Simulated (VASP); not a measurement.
Be3As2: relaxation of cell and atoms with PBE

The system is Be3As2.

```xyz
5
Lattice="3.2456 0.0000 0.0000 -1.6228 2.8108 0.0000 0.0000 0.0000 7.9501" Properties=species:S:1:pos:R:3 pbc="T T T"
Be    1.6228    0.9369    6.6251
Be    0.0000    0.0000    3.9751
Be    0.0000    1.8739    1.3250
As    0.0000    1.8739    5.3001
As    1.6228    0.9369    2.6500
```

| Property | Result |
| --- | --- |
| Program | VASP 6.6.1 |
| Task | relaxation of cell and atoms |
| Functional | PBE |
| Potentials or basis | VASP PAW PBE potentials, release 64 (Be, As) |
| Cutoff | 600 eV |
| k mesh | 6 × 6 × 2 |
| Occupations | gaussian, width 0.1 eV |
| Spin | no spin polarisation |
| Dipole correction | no |
| Further INCAR settings | ALGO = Normal; EDIFF = 1e-06; IBRION = 2; EDIFFG = -0.04; NSW = 90; ISIF = 3 |

| Item | Value |
| --- | --- |
| Relaxed volume | 13.84 Å³/atom |
| Relaxed cell | a = 3.647 Å, b = 3.647 Å, c = 6.005 Å, α = 90.00°, β = 90.00°, γ = 120.00° |
| Space group after relaxing (to 0.05 Å) | P-3m1 (No. 164) |
| Energy gained by relaxing | 536.3 meV/atom |
| Ionic steps | 18 |
| Pressure after relaxing | 0.0 GPa |
| Largest force after relaxing | 0.016 eV/Å |
| Band gap on the k mesh | zero (band 8 reaches 5.84 eV, above the bottom of band 9 at 5.07 eV) |

Forces in eV/Å, atoms in the order of the input:
```
Be   0.000  0.000  0.016
Be   0.000  0.000  0.000
Be   0.000  0.000 -0.016
As   0.000  0.000  0.016
As   0.000  0.000 -0.016
```

Stress tensor (GPa, compression positive):
```
-0.09  0.00  0.00
 0.00 -0.09  0.00
 0.00  0.00  0.14
```

Step by step:
```
step  energy change (eV)  largest force (eV/Å)  pressure (GPa)  volume (Å³)
   1              0.0000                1.0680            6.99        72.53
   2             -0.4086                1.1422           -1.53        79.28
   3             -0.4743                1.2238           -4.54        82.60
   4             -0.8861                1.3267           -3.93        81.48
   5             -2.0520                0.9727           -4.29        76.40
   6             -2.1116                0.5819           -3.40        73.80
   7             -2.1178                0.6996           -3.95        74.88
   8             -2.2676                0.8400            4.18        68.15
   9             -2.2756                0.8311            2.47        69.26
  10             -2.3982                0.6219            1.61        69.96
  11             -2.4124                0.8148            1.45        70.23
  12             -2.5328                0.4750           -2.71        72.86
  13             -2.5457                0.3234           -4.13        73.89
  14             -2.6299                0.2190           -3.01        72.21
  15             -2.6741                0.1836           -1.47        70.24
  16             -2.6744                0.2125           -1.35        70.06
  17             -2.6811                0.0171            0.22        69.05
  18             -2.6813                0.0165           -0.01        69.19
```

Final structure:
```
Be As
1.0
     3.64739    0.00000    0.00000
    -1.82370    3.15873    0.00000
     0.00000    0.00000    6.00508
Be As
3 2
Direct
  0.66667 0.33333 0.88611
  0.00000 0.00000 0.50000
  0.33333 0.66667 0.11389
  0.33333 0.66667 0.73279
  0.66667 0.33333 0.26721
```

Levels at points of the mesh, in eV from the Fermi level:
```csv
k point,band 6,band 7,band 8,band 9,band 10,band 11
"(0.00, 0.00, 0.00)",-0.24,-0.06,-0.06,2.61,2.80,2.80
"(0.50, 0.00, 0.00)",-3.67,-3.63,-0.92,0.74,1.94,2.37
"(0.00, 0.00, 0.50)",-1.17,-0.09,-0.09,1.92,1.92,2.62
"(0.50, 0.00, 0.50)",-2.73,-2.65,-2.63,0.56,1.12,1.98
```

Wall time 2.7 min on 1 thread of Intel(R) Xeon(R) Platinum 8488C (Sapphire Rapids) (shared host), peak memory 0.23 GiB.

Caveat: the k points lie up to 0.52 Å⁻¹ apart in the final cell.
